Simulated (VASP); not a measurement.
Input of a VASP 6.6.1 run:

The input INCAR:

```
SYSTEM = TaN
  ALGO = Normal
  EDIFF = 1E-6
  ENCUT = 700
  GGA = PS
  GGA_COMPAT = .FALSE.
  ISIF = 2
  ISMEAR = 0
  LASPH = .TRUE.
  LCHARG = .FALSE.
  LREAL = .FALSE.
  LWAVE = .FALSE.
  NBANDS = 16
  NELM = 120
  PREC = Accurate
  SIGMA = 0.15
```

Contents of KPOINTS:

```
k-points
0
G
  18 18 18
  0 0 0
```

File POSCAR:

```
TaN
1.0
    0.0000000000      2.1874436400      2.0999458944
    2.1874436400      0.0000000000      2.0999458944
    2.1874436400      2.1874436400      0.0000000000
Ta N
1 1
Direct
    0.5000000000      0.5000000000      0.5000000000
    0.0000000000      0.0000000000      0.0000000000
```

Potentials or basis: VASP PAW PBE potentials, release 64 (Ta_sv_GW, N).

Run with:

```sh
$ cat potpaw_PBE.64/Ta_sv_GW/POTCAR potpaw_PBE.64/N/POTCAR > POTCAR
$ mpirun -np 1 vasp_std > vasp.out
```

Problem. Estimate the pressure.

Solution. 17.9 GPa.

Problem. Estimate the band gap on the k mesh.

Solution. Zero (bands 9 and 10 overlap by 4.33 eV).

Stress tensor (GPa, compression positive):
```
 6.46  0.00  0.00
 0.00  6.46  0.00
 0.00  0.00 40.89
```

Caveat: the cell differs from its parent crystal (engineering shear strain xz +0.0000, normal strain along z -0.0400); the stress differs along the axes, from 6 to 41 GPa; the PAW data sets were made with another functional, which shifts forces and pressure a little; spin-orbit coupling is left out, which moves the levels of the heavy elements.
